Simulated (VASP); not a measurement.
Al4H:

```
Al H
1.0
     2.51152    1.45003    3.30253
    -2.51152    1.45003    3.30253
     0.00000   -2.90005    3.30253
Al H
4 1
Direct
  0.50000 0.50000 0.00000
  0.00000 0.50000 0.50000
  0.50000 0.00000 0.50000
  0.50000 0.50000 0.50000
  0.00000 0.00000 0.00000
```

The cell was generated, and may not be a known phase.

```yaml
Program: VASP 6.6.1
Task: relaxation of cell and atoms
Functional: PBE
Potentials_or_basis: VASP PAW PBE potentials, release 64 (Al, H)
Cutoff: 600 eV
k_mesh: 6 × 6 × 6
Occupations: gaussian, width 0.1 eV
Spin: no spin polarisation
```

At the start: pressure 40.9 GPa; volume 14.43 Å³/atom.

Problem. How do energy, volume and symmetry change on relaxing?

Solution. Over 9 steps the energy falls by 816.8 meV/atom and the volume is 21.53 Å³/atom (+49.2 %); space group R-3m (No. 166, to 0.1 Å) before and after.

Step by step:
```tsv
step	energy change (eV)	largest force (eV/Å)	pressure (GPa)	volume (Å³)
1	0.0000	0.0000	40.95	72.16
2	-3.7225	0.0000	-2.64	117.60
3	-3.7634	0.0000	-0.31	109.92
4	-3.7650	0.0000	-0.92	111.70
5	-3.8914	0.0000	-0.88	110.43
6	-4.0794	0.0000	0.70	105.90
7	-4.0822	0.0000	0.36	106.53
8	-4.0824	0.0000	0.44	106.37
9	-4.0840	0.0000	-0.07	107.67
```

Final structure:
```
Al H
1.0
     2.64351    1.52623    4.44775
    -2.64351    1.52623    4.44775
     0.00000   -3.05247    4.44775
Al H
4 1
Cartesian
  0.0000 1.5262 4.4478
  -1.3218 -0.7631 4.4478
  1.3218 -0.7631 4.4478
  0.0000 0.0000 6.6716
  0.0000 0.0000 0.0000
```

Caveat: the volume moved by over 15 % at a fixed basis, so the end points are rough.
